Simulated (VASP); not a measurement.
## H: single point with PBE

Crystal: H.

```
CELL_PARAMETERS angstrom
2.64694 0.00000 0.10599
0.00000 2.65126 0.00000
0.03922 0.00000 0.94672
ATOMIC_POSITIONS crystal
H 0.00000 0.00000 0.50000
```

This cell differs from its parent crystal: strained.

```
Program             : VASP 6.6.1
Task                : single point
Functional          : PBE
Potentials or basis : VASP PAW PBE potentials, release 64 (H)
Cutoff              : 520 eV
k mesh              : 14 × 14 × 34
Occupations         : gaussian, width 0.05 eV
Spin                : no spin polarisation
```

```
Pressure               : 5.7 GPa
Band gap on the k mesh : zero (an odd number of electrons rules out a gap without spin polarisation)
```

Stress tensor (GPa, compression positive):
```
 2.18  0.00  0.44
 0.00  2.07  0.00
 0.44  0.00 12.71
```

Levels at points of the mesh, in eV from the Fermi level:
```tsv
k point	band 1	band 2	band 3
(0.00, 0.00, 0.00)	-11.64	9.43	15.26
(0.50, 0.00, 0.00)	-10.23	2.42	16.12
(0.00, 0.50, 0.00)	-10.26	2.39	16.19
(0.50, 0.50, 0.00)	-9.13	6.19	6.22
(0.00, 0.00, 0.50)	26.25	33.86	48.62
(0.50, 0.00, 0.50)	26.88	35.52	44.97
(0.00, 0.50, 0.50)	27.06	36.05	44.39
(0.50, 0.50, 0.50)	27.57	37.44	46.94
```

Run time: 37 s on 1 thread of Intel(R) Xeon(R) Platinum 8488C (Sapphire Rapids), with other jobs on the host, peak memory 0.16 GiB.

Caveat: the cell differs from its parent crystal (strained); the cell stands under pressure.
